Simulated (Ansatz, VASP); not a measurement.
**C: VASP beside Ansatz**

Contents of INCAR:

```
ALGO = Normal
EDIFF = 1E-7
ENCUT = 520
GGA = PE
ISIF = 2
ISMEAR = 0
ISPIN = 2
LASPH = T
LCHARG = F
LORBIT = 11
LREAL = F
LWAVE = F
MAGMOM = 1 1 1 1 1 1 1 1 1 1
NBANDS = 35
NELM = 150
PREC = Accurate
SIGMA = 0.1
```

The input KPOINTS:

```
k-points
0
Gamma
  6 6 2
```

POSCAR

```
C
1.0
    2.6478986000      0.0000000000      0.0000000000
   -1.3239493000      2.2931474500      0.0000000000
    0.0000000000      0.0000000000      9.3406367700
C
10
Direct
    0.3333333300      0.6666666700      0.5790258200
    0.6666666700      0.3333333300      0.0790258200
    0.0000000000      0.0000000000      0.7500000000
    0.3333333300      0.6666666700      0.9209741800
    0.0000000000      0.0000000000      0.2500000000
    0.6666666700      0.3333333300      0.4209741800
    0.3333333300      0.6666666700      0.7500000000
    0.0000000000      0.0000000000      0.5000000000
    0.6666666700      0.3333333300      0.2500000000
    0.0000000000      0.0000000000      0.0000000000
```

Input for Ansatz:

```yaml
crystal:
  lattice:
    - [2.6478986, 0.0, 0.0]
    - [-1.3239493, 2.29314745, 0.0]
    - [0.0, 0.0, 9.34063677]
  atoms:
    - { symbol: C, position: [0.33333333, 0.66666667, 0.57902582], spin: 1.0 }
    - { symbol: C, position: [0.66666667, 0.33333333, 0.07902582], spin: 1.0 }
    - { symbol: C, position: [0.0, 0.0, 0.75], spin: 1.0 }
    - { symbol: C, position: [0.33333333, 0.66666667, 0.92097418], spin: 1.0 }
    - { symbol: C, position: [0.0, 0.0, 0.25], spin: 1.0 }
    - { symbol: C, position: [0.66666667, 0.33333333, 0.42097418], spin: 1.0 }
    - { symbol: C, position: [0.33333333, 0.66666667, 0.75], spin: 1.0 }
    - { symbol: C, position: [0.0, 0.0, 0.5], spin: 1.0 }
    - { symbol: C, position: [0.66666667, 0.33333333, 0.25], spin: 1.0 }
    - { symbol: C, position: [0.0, 0.0, 0.0], spin: 1.0 }
basis:
  ecutwfc: 420
kpoints:
  mp_grid: { grid: [6, 6, 2] }
hamiltonian:
  xc: pbe
scf:
  occupations: { method: gaussian, width: 0.1 }
  lower_state_search: "off"
output:
  forces: true
  stress: true
  eigenvalues: true
  populations: true
magnetization:
  spin_polarized: true
```

Alike in both runs: task single point; functional PBE; k mesh 6 × 6 × 2; occupations gaussian, width 0.1 eV; collinear spin.

|  | VASP | Ansatz |
| --- | --- | --- |
| version | VASP 6.6.1 | Ansatz 0.2.0 |
| potentials or method | VASP PAW PBE potentials, release 64 (C), cutoff 520 eV | scalar-relativistic, plane waves, PAW |
| valence electrons in the cell | 40 | 40 |

Ansatz gave:

```
gap on the k mesh at the Fermi level (eV) : none
rms of the force components (eV/Å)        : 0.178
net moment per atom (μB)                  : 0.00
```

What did VASP give for the same quantities?

gap on the k mesh at the Fermi level (eV): none; rms of the force components (eV/Å): 0.181; net moment per atom (μB): 0.00.

Atom by atom the forces differ by 0.002 eV/Å (rms over components). A gap of «none» marks a metal or a gap that the smearing closes. Ansatz's warnings: seeded moment not kept.

The k mesh is coarse, so the values compare programs but aren't converged.
